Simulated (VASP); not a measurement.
# Ag (Im-3m) in VASP: settings compared

Ag is run at these levels: PBEsol, PBEsol+D3(BJ), PBEsol+D4, PBE; tasks: relaxation of cell and atoms, single point.

Program: VASP 6.6.1. These are calculated values, not measurements. Logs are shortened: lines on timing, memory, paths and dates and some standing lists are left out, and cuts for length are marked.

### Step 1. The cell of the first run

The structure is cubic, space group Im-3m (No. 229). The conventional cell has a = 3.311 Å, b = 3.311 Å, c = 3.311 Å, α = 90.00°, β = 90.00°, γ = 90.00°. Within 3.8 Å of Ag (site symmetry m-3m) lie 14 Ag at 2.87 to 3.31 Å.

### Step 2. Relaxation of cell and atoms, PBEsol

File INCAR:

```
ALGO = Fast
EDIFF = 1E-6
EDIFFG = -0.01
ENCUT = 600
GGA = PS
IBRION = 2
ISIF = 3
ISMEAR = -1
LASPH = True
LCHARG = False
LREAL = False
LWAVE = False
NELM = 60
NSW = 60
PREC = Accurate
SIGMA = 0.05
```

File KPOINTS:

```
k-points
0
Gamma
  11 11 11
```

File POSCAR:

```
Ag
1.0
   -1.6556540000      1.6556540000      1.6556540000
    1.6556540000     -1.6556540000      1.6556540000
    1.6556540000      1.6556540000     -1.6556540000
Ag
1
Direct
    0.0000000000      0.0000000000      0.0000000000
```

Potentials or basis: VASP PAW PBE potentials, release 64 (Ag).

Command:

```
> cat potpaw_PBE.64/Ag/POTCAR > POTCAR
> mpirun -np 1 vasp_std > vasp.out
```

OUTCAR:

```text
EDIFF = 1E-6
   EDIFFG = -0.01
   ENCUT = 600
   GGA = PS
   IBRION = 2
   ISIF = 3
   ISMEAR = -1
   LASPH = True
   LREAL = False
   NELM = 60
   NSW = 60
   PREC = Accurate

 ion  position               nearest neighbor table
   1  0.000  0.000  0.000-

  LATTYP: Found a body centered cubic cell.
 ALAT       =     3.3113080000

  Lattice vectors:

 A1 = (  -1.6556540000,   1.6556540000,   1.6556540000)
 A2 = (   1.6556540000,  -1.6556540000,   1.6556540000)
 A3 = (   1.6556540000,   1.6556540000,  -1.6556540000)

Analysis of symmetry for initial positions (statically):
=====================================================================
 Subroutine PRICEL returns:
 Original cell was already a primitive cell.

 Routine SETGRP: Setting up the symmetry group for a
 body centered cubic supercell.

 Subroutine GETGRP returns: Found 48 space group operations
[... 9 lines left out ...]

 Routine SETGRP: Setting up the symmetry group for a
 body centered cubic supercell.

 Subroutine GETGRP returns: Found 48 space group operations
[... 11 lines left out ...]
                                     Primitive cell

  volume of cell :      18.1538

  direct lattice vectors                    reciprocal lattice vectors
    -1.655654000  1.655654000  1.655654000     0.000000000  0.301995465  0.301995465
     1.655654000 -1.655654000  1.655654000     0.301995465  0.000000000  0.301995465
     1.655654000  1.655654000 -1.655654000     0.301995465  0.301995465  0.000000000

  length of vectors
     2.867676848  2.867676848  2.867676848     0.427086083  0.427086083  0.427086083

  position of ions in fractional coordinates (direct lattice)
     0.000000000  0.000000000  0.000000000

  ion indices of the primitive-cell ions
   primitive index   ion index
                 1           1

----------------------------------------------------------------------------------------

 KPOINTS: k-points

Automatic generation of k-mesh.
 Grid dimensions read from file:
 generate k-points for:   11   11   11

 Generating k-lattice:

  Cartesian coordinates                     Fractional coordinates (reciprocal lattice)
     0.000000000  0.027454133  0.027454133     0.090909091  0.000000000  0.000000000
     0.027454133  0.000000000  0.027454133     0.000000000  0.090909091  0.000000000
     0.027454133  0.027454133  0.000000000     0.000000000  0.000000000  0.090909091

  Length of vectors
     0.038826008  0.038826008  0.038826008

  Shift w.r.t. Gamma in fractional coordinates (k-lattice)
     0.000000000  0.000000000  0.000000000

 Subroutine IBZKPT returns following result:
 ===========================================

 Found     56 irreducible k-points:

 Following reciprocal coordinates:
            Coordinates               Weight
  0.000000  0.000000  0.000000      1.000000
  0.090909  0.000000  0.000000     12.000000
  0.181818  0.000000  0.000000     12.000000
  0.272727  0.000000  0.000000     12.000000
  0.363636  0.000000  0.000000     12.000000
  0.454545  0.000000  0.000000     12.000000
[... 16 lines left out ...]
  0.272727  0.181818  0.090909     48.000000
  0.363636  0.181818  0.090909     24.000000
 [... further k-points ...]
   k-points           NKPTS =     56   k-points in BZ     NKDIM =     56   number of bands    NBANDS=      9
   number of dos      NEDOS =    301   number of ions     NIONS =      1
   total plane-waves  NPLWV =  13824
   dimension x,y,z NGX =    24 NGY =   24 NGZ =   24
   dimension x,y,z NGXF=    48 NGYF=   48 NGZF=   48
   ions per type =               1
   NGX,Y,Z   is equivalent  to a cutoff of  13.91, 13.91, 13.91 a.u.
   NGXF,Y,Z  is equivalent  to a cutoff of  27.83, 27.83, 27.83 a.u.
 SYSTEM =  unknown system
   PREC   = accura    normal or accurate (medium, high low for compatibility)
   ISTART =      0    job   : 0-new  1-cont  2-samecut
   ICHARG =      2    charge: 1-file 2-atom 10-const
   ISPIN  =      1    spin polarized calculation?
   LNONCOLLINEAR =      F non collinear calculations
   LSORBIT =      F    spin-orbit coupling
   LASPH  =      T    aspherical Exc in radial PAW
   ENCUT  =  600.0 eV  44.10 Ry    6.64 a.u.   5.73  5.73  5.73*2*pi/ulx,y,z
   NELM   =     60;   NELMIN=  2; NELMDL= -5     # of ELM steps
   EDIFF  = 0.1E-05   stopping-criterion for ELM
   LREAL  =      F    real-space projection
   EDIFFG = -.1E-01   stopping-criterion for IOM
   NSW    =     60    number of steps for IOM
   IBRION =      2    ionic relax: 0-MD 1-quasi-New 2-CG
   NFREE  =      1    steps in history (QN), initial steepest desc. (CG)
   ISIF   =      3    stress and relaxation
   ISYM   =      2    0-nonsym 1-usesym 2-fastsym
   POTIM  = 0.5000    time-step for ionic-motion
   TEBEG  =    0.0;   TEEND  =   0.0 temperature during run
   PSTRESS=    0.0 pullay stress
   NELECT =      11.0000    total number of electrons
   NUPDOWN=      -1.0000    fix difference up-down
   EMIN   =  10.00;   EMAX   =-10.00  energy-range for DOS
   EFERMI =   0.00;   METHOD = LEGACY
   ISMEAR =    -1;   SIGMA  =   0.05  broadening in eV -4-tet -1-fermi 0-gaus
   EFERMI_NEDOS =   21; number of points for ismear=-14 and -15
   IALGO  =     68    algorithm
   IMIX   =      4    mixing-type and parameters
     AMIX     =   0.40;   BMIX     =  1.00
     AMIX_MAG =   1.60;   BMIX_MAG =  1.00
  volume/ion in A,a.u.               =      18.15       122.51
  Fermi-wavevector in a.u.,A,eV,Ry     =   1.385318  2.617871 26.111022  1.919106
  Thomas-Fermi vector in A             =   2.509739
   LORBIT       =      0    0 simple, 1 ext, 2 COOP (PROOUT), +10 PAW based schemes
   GGA     = PS    functional components
   LHFCALC =     F    Hartree Fock is set to
   AEXX    =    0.0000 exact exchange contribution
   IVDW    =     0    specifies the selected vdW correction
   LEPSILON=     F    determine dielectric tensor
   LRPA    =     F    only Hartree local field effects (RPA)
 conjugate gradient relaxation of ions
 non-spin polarized calculation
 RMM-DIIS sequential band-by-band and
  energy-cutoff  :      600.00
  volume of cell :       18.15
 maximum number of plane-waves:       621
   NGX = 11   NGY = 11   NGZ = 11

--------------------------------------- Ionic step        1  -------------------------------------------

 number of electron      11.0000001 magnetization

 Free energy of the ion-electron system (eV)
  ---------------------------------------------------
  ext. energy  EPLUGINS =         0.00000000
  ---------------------------------------------------
  free energy    TOTEN  =        -3.24699439 eV

  energy without entropy =       -3.24352550  energy(sigma->0) =       -3.24525994

------------------------ aborting loop because EDIFF is reached ----------------------------------------

  FORCE on cell =-STRESS in cart. coord.  units (eV):
  Direction    XX          YY          ZZ          XY          YZ          ZX
  --------------------------------------------------------------------------------------
  -------------------------------------------------------------------------------------
  Total       -0.8304715     -0.8304715     -0.8304715     -0.0000000     -0.0000000      0.0000000
  in kB      -73.2936907    -73.2936907    -73.2936907     -0.0000000     -0.0000000      0.0000000
  external PRESSURE =     -73.2936907 kB  Pullay stress =       0.0000000 kB

 VOLUME and BASIS-vectors are now :
 -----------------------------------------------------------------------------
  energy-cutoff  :      600.00
  volume of cell :       18.15
      direct lattice vectors                 reciprocal lattice vectors
    -1.655654000  1.655654000  1.655654000     0.000000000  0.301995465  0.301995465
     1.655654000 -1.655654000  1.655654000     0.301995465  0.000000000  0.301995465
     1.655654000  1.655654000 -1.655654000     0.301995465  0.301995465  0.000000000

 POSITION                                       TOTAL-FORCE (eV/Angst)
 -----------------------------------------------------------------------------------
      0.00000      0.00000      0.00000        -0.000000      0.000000     -0.000000
 -----------------------------------------------------------------------------------
    total drift:                                0.000000      0.000000     -0.000000

  FREE ENERGIE OF THE ION-ELECTRON SYSTEM (eV)
  ---------------------------------------------------
  free  energy   TOTEN  =        -3.2469943897 eV

  energy  without entropy=       -3.2435254993  energy(sigma->0) =       -3.24525994
[... 155 lines left out ...]
 VOLUME and BASIS-vectors are now :
 -----------------------------------------------------------------------------
  energy-cutoff  :      600.00
  volume of cell :       16.78
      direct lattice vectors                 reciprocal lattice vectors
    -1.612943203  1.612943203  1.612943203     0.000000000  0.309992317  0.309992317
     1.612943203 -1.612943203  1.612943203     0.309992317  0.000000000  0.309992317
     1.612943203  1.612943203 -1.612943203     0.309992317  0.309992317  0.000000000

 POSITION                                       TOTAL-FORCE (eV/Angst)
 -----------------------------------------------------------------------------------
      1.61294      1.61294      1.61294         0.000000      0.000000      0.000000
 -----------------------------------------------------------------------------------
    total drift:                               -0.000000     -0.000000      0.000000

  FREE ENERGIE OF THE ION-ELECTRON SYSTEM (eV)
  ---------------------------------------------------
  free  energy   TOTEN  =        -3.2821977150 eV

  energy  without entropy=       -3.2779868432  energy(sigma->0) =       -3.28009228

--------------------------------------- Ionic step        7  -------------------------------------------

 number of electron      10.9999997 magnetization

 Free energy of the ion-electron system (eV)
  ---------------------------------------------------
  ext. energy  EPLUGINS =         0.00000000
  ---------------------------------------------------
  free energy    TOTEN  =        -3.28220973 eV

  energy without entropy =       -3.27798126  energy(sigma->0) =       -3.28009549

 E-fermi :   8.4453     XC(G=0): -12.5129

 val. band max:        8.4149674071   @ k =  -0.3636   0.4545   0.0909
 cond. band min:       8.5349529523   @ k =  -0.4545   0.4545   0.0909
 fundamental gap:      0.1199855452
 Fermi energy:         8.4452637573

 k-point     1 :       0.0000    0.0000    0.0000
  band No.  band energies     occupation
      1       0.5213      2.00000
      2       3.5233      2.00000
      3       3.5233      2.00000
      4       3.5233      2.00000
      5       4.9116      2.00000
      6       4.9116      2.00000
      7      26.4775      0.00000
      8      26.4775      0.00000
      9      26.4775      0.00000

 k-point     2 :       0.0909    0.0000    0.0000
  band No.  band energies     occupation
      1       0.7956      2.00000
      2       3.4537      2.00000
      3       3.5337      2.00000
      4       3.6844      2.00000
      5       4.8384      2.00000
      6       4.9168      2.00000
      7      25.7971      0.00000
      8      26.3664      0.00000
      9      26.6834      0.00000

 k-point     3 :       0.1818    0.0000    0.0000
  band No.  band energies     occupation
      1       1.5149      2.00000
      2       3.2714      2.00000
      3       3.6087      2.00000
      4       4.1382      2.00000
      5       4.7179      2.00000
      6       4.9351      2.00000
      7      23.2837      0.00000
      8      25.4258      0.00000
      9      27.2146      0.00000
[... 229 lines left out ...]
 k-point    23 :       0.2727    0.1818    0.0909
  band No.  band energies     occupation
      1       2.6246      2.00000
      2       2.9210      2.00000
      3       4.0097      2.00000
      4       4.9216      2.00000
      5       5.0689      2.00000
      6       9.4655      0.00000
      7      15.2601      0.00000
      8      17.8080      0.00000
      9      20.2791      0.00000

 k-point    24 :       0.3636    0.1818    0.0909
  band No.  band energies     occupation
      1       2.5711      2.00000
      2       2.8789      2.00000
      3       4.2218      2.00000
      4       4.9622      2.00000
      5       5.0869      2.00000
      6      11.2632      0.00000
      7      13.0305      0.00000
      8      17.4550      0.00000
      9      20.0151      0.00000

 [... further k-points ...]
[... 5 lines left out ...]
  --------------------------------------------------------------------------------------
  -------------------------------------------------------------------------------------
  Total       -0.0061810     -0.0061810     -0.0061810     -0.0000000      0.0000000     -0.0000000
  in kB       -0.5907901     -0.5907901     -0.5907901     -0.0000000      0.0000000     -0.0000000
  external PRESSURE =      -0.5907901 kB  Pullay stress =       0.0000000 kB

 VOLUME and BASIS-vectors are now :
 -----------------------------------------------------------------------------
  energy-cutoff  :      600.00
  volume of cell :       16.76
      direct lattice vectors                 reciprocal lattice vectors
    -1.612223211  1.612223211  1.612223211     0.000000000  0.310130754  0.310130754
     1.612223211 -1.612223211  1.612223211     0.310130754  0.000000000  0.310130754
     1.612223211  1.612223211 -1.612223211     0.310130754  0.310130754  0.000000000

 POSITION                                       TOTAL-FORCE (eV/Angst)
 -----------------------------------------------------------------------------------
      0.00000      0.00000      0.00000         0.000000     -0.000000      0.000000
 -----------------------------------------------------------------------------------
    total drift:                               -0.000000     -0.000000      0.000000

  FREE ENERGIE OF THE ION-ELECTRON SYSTEM (eV)
  ---------------------------------------------------
  free  energy   TOTEN  =        -3.2822097304 eV

  energy  without entropy=       -3.2779812586  energy(sigma->0) =       -3.28009549

 reached required accuracy - stopping structural energy minimisation
```

It took 21 s on 1 thread of Intel Xeon Platinum 8559C (Emerald Rapids), shared host; peak memory 0.15 GiB.

Results:

| Quantity | Value |
| --- | --- |
| Free energy | -3.2822 eV |
| Relaxed volume | 16.76 Å³/atom |
| Relaxed cell | a = 2.792 Å, b = 2.792 Å, c = 2.792 Å, α = 109.47°, β = 109.47°, γ = 109.47° |
| Space group after relaxing (to 0.05 Å) | Im-3m (No. 229) |
| Energy gained by relaxing | 35.2 meV/atom |
| Ionic steps | 7 |
| Pressure after relaxing | -0.1 GPa |

The path:
| step | energy change (eV) | largest force (eV/Å) | pressure (GPa) | volume (Å³) |
| --- | --- | --- | --- | --- |
| 1 | 0.0000 | 0.0000 | -7.33 | 18.15 |
| 2 | -0.0235 | 0.0000 | 5.91 | 16.06 |
| 3 | -0.0352 | 0.0000 | -0.53 | 16.76 |
| 4 | -0.0351 | 0.0000 | 0.44 | 16.70 |
| 5 | -0.0352 | 0.0000 | 0.25 | 16.73 |
| 6 | -0.0352 | 0.0000 | -0.15 | 16.78 |
| 7 | -0.0352 | 0.0000 | -0.06 | 16.76 |

Final structure:
```yaml
crystal:
  lattice:
    - [-1.61222, 1.61222, 1.61222]
    - [1.61222, -1.61222, 1.61222]
    - [1.61222, 1.61222, -1.61222]
  atoms:
    - { symbol: Ag, position: [0.00000, 0.00000, 0.00000] }
```

Levels at points of the mesh, in eV from the Fermi level:
```
           k point  band 3  band 4  band 5  band 6  band 7  band 8  band 9
(0.00, 0.00, 0.00)   -4.92   -4.92   -3.53   -3.53   18.03   18.03   18.03
```

Caveat: the PAW data sets were made with another functional, which shifts forces and pressure a little.

[end of part 1 of 2]
